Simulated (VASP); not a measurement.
# GaP (F-43m) in VASP: notebook, part 2 of 2

VASP 6.6.1. The steps go on from the part before.

## Step 3: Vibrations by perturbation theory, LDA

This run uses another cell than the first one, of 17.63 Å³/atom.

The input, INCAR:

```
SYSTEM = GaP
  ALGO = Normal
  EDIFF = 1E-8
  ENCUT = 520
  GGA = CA
  IBRION = 8
  ISIF = 2
  ISMEAR = 0
  LASPH = .True.
  LCHARG = .False.
  LEPSILON = .True.
  LREAL = .False.
  LWAVE = .False.
  NELM = 100
  NSW = 1
  PREC = Accurate
  SIGMA = 0.01
```

The input, KPOINTS:

```
k-points
0
Gamma
  10 10 10
  0 0 0
```

The input, POSCAR:

```
GaP
1.0
    0.0000000000      2.6024402569      2.6024402569
    2.6024402569      0.0000000000      2.6024402569
    2.6024402569      2.6024402569      0.0000000000
Ga P
1 1
Direct
    0.0000000000      0.0000000000      0.0000000000
    0.7500000000      0.7500000000      0.7500000000
```

Potentials or basis: VASP PAW LDA potentials, release 64 (Ga_d, P).

Command:

```sh
$ cat potpaw_LDA.64/Ga_d/POTCAR potpaw_LDA.64/P/POTCAR > POTCAR
$ mpirun -np 1 vasp_std > vasp.out
```

OUTCAR:

```text
SYSTEM = GaP
   EDIFF = 1E-8
   ENCUT = 520
   GGA = CA
   IBRION = 8
   ISIF = 2
   ISMEAR = 0
   LASPH = .True.
   LEPSILON = .True.
   LREAL = .False.
   NELM = 100
   NSW = 1
   PREC = Accurate

 ion  position               nearest neighbor table
   1  0.000  0.000  0.000-   2 2.25   2 2.25   2 2.25   2 2.25
   2  0.750  0.750  0.750-   1 2.25   1 2.25   1 2.25   1 2.25

  LATTYP: Found a face centered cubic cell.
 ALAT       =     5.2048805138

  Lattice vectors:

 A1 = (   0.0000000000,   2.6024402569,   2.6024402569)
 A2 = (   2.6024402569,   0.0000000000,   2.6024402569)
 A3 = (   2.6024402569,   2.6024402569,   0.0000000000)

Analysis of symmetry for initial positions (statically):
[... 686 lines left out ...]
  z     0.00000     0.00000     0.00000    12.74885     0.00000     0.00000

 SECOND DERIVATIVES (NOT SYMMETRIZED)
 ------------------------------------
               1X          1Y          1Z          2X          2Y          2Z
  1X   -13.564135    0.000000    0.000000   13.564135    0.000000    0.000000
  1Y     0.000000  -13.564135    0.000000    0.000000   13.564135    0.000000
  1Z     0.000000    0.000000  -13.564135    0.000000    0.000000   13.564135
  2X    13.529794    0.000000    0.000000  -13.529794    0.000000    0.000000
  2Y     0.000000   13.529794    0.000000    0.000000  -13.529794    0.000000
  2Z     0.000000    0.000000   13.529794    0.000000    0.000000  -13.529794

 Eigenvectors and eigenvalues of the dynamical matrix
 ----------------------------------------------------

   1 f  =   12.421883 THz    78.048995 2PiTHz  414.349428 cm-1    51.372759 meV
             X         Y         Z           dx          dy          dz
      0.000000  0.000000  0.000000     0.000000    0.555100    0.000000
      3.903660  3.903660  3.903660    -0.000000   -0.831783    0.000000
[... 21 lines left out ...]
   6 f/i=    0.007270 THz     0.045676 2PiTHz    0.242486 cm-1     0.030064 meV
             X         Y         Z           dx          dy          dz
      0.000000  0.000000  0.000000    -0.588160    0.588160    0.000000
      3.903660  3.903660  3.903660    -0.392515    0.392515    0.000000

--------------------------------------------------------------------------------------------------------

 MACROSCOPIC STATIC DIELECTRIC TENSOR IONIC CONTRIBUTION
 ------------------------------------------------------
           1.376852    -0.000000     0.000000
          -0.000000     1.376852     0.000000
           0.000000     0.000000     1.376852
 ------------------------------------------------------

 ELASTIC MODULI CONTR FROM IONIC RELAXATION (kBar)
 Direction    XX          YY          ZZ          XY          YZ          ZX
 --------------------------------------------------------------------------------
 XX           0.0000      0.0000      0.0000      0.0000      0.0000      0.0000
 YY           0.0000      0.0000      0.0000      0.0000      0.0000      0.0000
 ZZ           0.0000      0.0000      0.0000      0.0000      0.0000      0.0000
 XY           0.0000      0.0000      0.0000   -542.0770     -0.0000     -0.0000
 YZ           0.0000      0.0000      0.0000     -0.0000   -542.0770      0.0000
 ZX           0.0000      0.0000      0.0000     -0.0000      0.0000   -542.0770
 --------------------------------------------------------------------------------

 PIEZOELECTRIC TENSOR IONIC CONTR  for field in x, y, z        (C/m^2)
          XX          YY          ZZ          XY          YZ          ZX
  --------------------------------------------------------------------------------
  x     0.00000     0.00000     0.00000    -0.00000    -0.81292     0.00000
  y     0.00000     0.00000     0.00000    -0.00000     0.00000    -0.81292
  z     0.00000     0.00000     0.00000    -0.81292    -0.00000    -0.00000
```

OSZICAR:

```text
N       E                     dE             d eps       ncg     rms          rms(c)
DAV:   1     0.813968592265E+02    0.81397E+02   -0.95947E+03  1246   0.214E+03
DAV:   2    -0.411910797450E+01   -0.85516E+02   -0.82650E+02  1315   0.338E+02
DAV:   3    -0.105885820062E+02   -0.64695E+01   -0.64100E+01  1552   0.774E+01
DAV:   4    -0.107034225153E+02   -0.11484E+00   -0.11478E+00  1433   0.112E+01
[... 208 lines left out ...]
RMM:   8    -0.479252840109E-01    0.24694E-05    0.35267E-07  8757   0.162E-03    0.965E-05
RMM:   9    -0.479247702753E-01    0.51374E-06    0.61610E-08  8727   0.523E-04    0.696E-05
RMM:  10    -0.479247458006E-01    0.24475E-07    0.97737E-09  8718   0.183E-04    0.497E-06
RMM:  11    -0.479247811808E-01   -0.35380E-07    0.43550E-09  8880   0.670E-05    0.437E-06
RMM:  12    -0.479247904924E-01   -0.93116E-08    0.12545E-09  8770   0.240E-05    0.925E-07
 Linear response finished
```

Wall time 19 min (1 thread of Intel Xeon 8259CL, shared host); peak memory 0.33 GiB.

What came out:

```
Electronic dielectric tensor (diagonal)                 : 10.27
Born charges (mean of the diagonal)                     : Ga +1.91; P -1.91 e
Highest phonon frequency at Γ, LO-TO splitting left out : 414 cm⁻¹
```

Phonon frequencies in cm⁻¹ (negative: imaginary):
```csv
q point,frequencies
"(0.000, 0.000, 0.000)",0 0 0 414 414 414
```

Electronic dielectric tensor:
```
10.27  0.00  0.00
 0.00 10.27  0.00
 0.00  0.00 10.27
```

Born effective charge tensors (e):
atom 1, Ga
```
1.91 0.00 0.00
0.00 1.91 0.00
0.00 0.00 1.91
```
atom 2, P
```
-1.91  0.00  0.00
 0.00 -1.91  0.00
 0.00  0.00 -1.91
```

Caveat: the cell stands under pressure or tension, which shifts response properties.

## Step 4: Vibrations by perturbation theory, LDA

This run uses another cell than the first one, of 16.74 Å³/atom.

The input, INCAR:

```
SYSTEM = GaP
PREC = Accurate
ENCUT = 520
EDIFF = 1E-8
ISMEAR = 0
SIGMA = 0.01
LREAL = .False.
LASPH = .True.
NELM = 100
ALGO = Normal
ISIF = 2
LWAVE = .False.
LCHARG = .False.
IBRION = 8
NSW = 1
LEPSILON = .True.
```

The input, KPOINTS:

```
Automatic mesh
0
Gamma
  10 10 10
  0 0 0
```

The input, POSCAR:

```
GaP
1.0
    0.0000000000      2.5579550588      2.5579550588
    2.5579550588      0.0000000000      2.5579550588
    2.5579550588      2.5579550588      0.0000000000
Ga P
1 1
Direct
    0.0000000000      0.0000000000      0.0000000000
    0.7500000000      0.7500000000      0.7500000000
```

Potentials or basis: VASP PAW LDA potentials, release 64 (Ga_d, P).

Command:

```sh
$ cat potpaw_LDA.64/Ga_d/POTCAR potpaw_LDA.64/P/POTCAR > POTCAR
$ mpirun -np 1 vasp_std > vasp.out
```

OUTCAR:

```text
SYSTEM = GaP
   PREC = Accurate
   ENCUT = 520
   EDIFF = 1E-8
   ISMEAR = 0
   LREAL = .False.
   LASPH = .True.
   NELM = 100
   ISIF = 2
   IBRION = 8
   NSW = 1
   LEPSILON = .True.

 ion  position               nearest neighbor table
   1  0.000  0.000  0.000-   2 2.22   2 2.22   2 2.22   2 2.22
   2  0.750  0.750  0.750-   1 2.22   1 2.22   1 2.22   1 2.22

  LATTYP: Found a face centered cubic cell.
 ALAT       =     5.1159101176

[... 711 lines left out ...]
      3.836933  3.836933  3.836933    -0.000000    0.832192   -0.000000
[... 21 lines left out ...]
   6 f/i=    0.001993 THz     0.012525 2PiTHz    0.066493 cm-1     0.008244 meV
             X         Y         Z           dx          dy          dz
      0.000000  0.000000  0.000000     0.007298    0.831986    0.016992
      3.836933  3.836933  3.836933     0.004863    0.554351    0.011322

--------------------------------------------------------------------------------------------------------

 MACROSCOPIC STATIC DIELECTRIC TENSOR IONIC CONTRIBUTION
 ------------------------------------------------------
           1.173860     0.000000     0.000000
           0.000000     1.173860     0.000000
           0.000000     0.000000     1.173860
 ------------------------------------------------------

 ELASTIC MODULI CONTR FROM IONIC RELAXATION (kBar)
 Direction    XX          YY          ZZ          XY          YZ          ZX
 --------------------------------------------------------------------------------
 XX          -0.0000      0.0000      0.0000      0.0000      0.0000      0.0000
 YY           0.0000     -0.0000      0.0000      0.0000      0.0000      0.0000
 ZZ           0.0000      0.0000     -0.0000      0.0000      0.0000      0.0000
 XY           0.0000      0.0000      0.0000   -763.1545      0.0000      0.0000
 YZ           0.0000      0.0000      0.0000      0.0000   -763.1545      0.0000
 ZX           0.0000      0.0000      0.0000      0.0000      0.0000   -763.1545
 --------------------------------------------------------------------------------

 PIEZOELECTRIC TENSOR IONIC CONTR  for field in x, y, z        (C/m^2)
          XX          YY          ZZ          XY          YZ          ZX
  --------------------------------------------------------------------------------
  x     0.00000     0.00000     0.00000    -0.00000    -0.89061     0.00000
  y     0.00000     0.00000     0.00000     0.00000    -0.00000    -0.89061
  z     0.00000     0.00000     0.00000    -0.89061     0.00000    -0.00000
```

Run time: 18 min. Hardware: 1 thread of Intel Xeon 8259CL, shared host; peak memory 0.32 GiB.

Results:

| Property | Result |
| --- | --- |
| Electronic dielectric tensor (diagonal) | 10.14 |
| Born charges (mean of the diagonal) | Ga +1.82; P -1.82 e |
| Highest phonon frequency at Γ, LO-TO splitting left out | 440 cm⁻¹ |

Phonon frequencies in cm⁻¹ (negative: imaginary):
```
              q point        frequencies
(0.000, 0.000, 0.000)  0 0 0 440 440 440
```

Electronic dielectric tensor:
```
10.14  0.00  0.00
 0.00 10.14  0.00
 0.00  0.00 10.14
```

Born effective charge tensors (e):
atom 1, Ga
```
1.82 0.00 0.00
0.00 1.82 0.00
0.00 0.00 1.82
```
atom 2, P
```
-1.82  0.00  0.00
 0.00 -1.82  0.00
 0.00  0.00 -1.82
```

Caveat: the cell stands under pressure or tension, which shifts response properties.
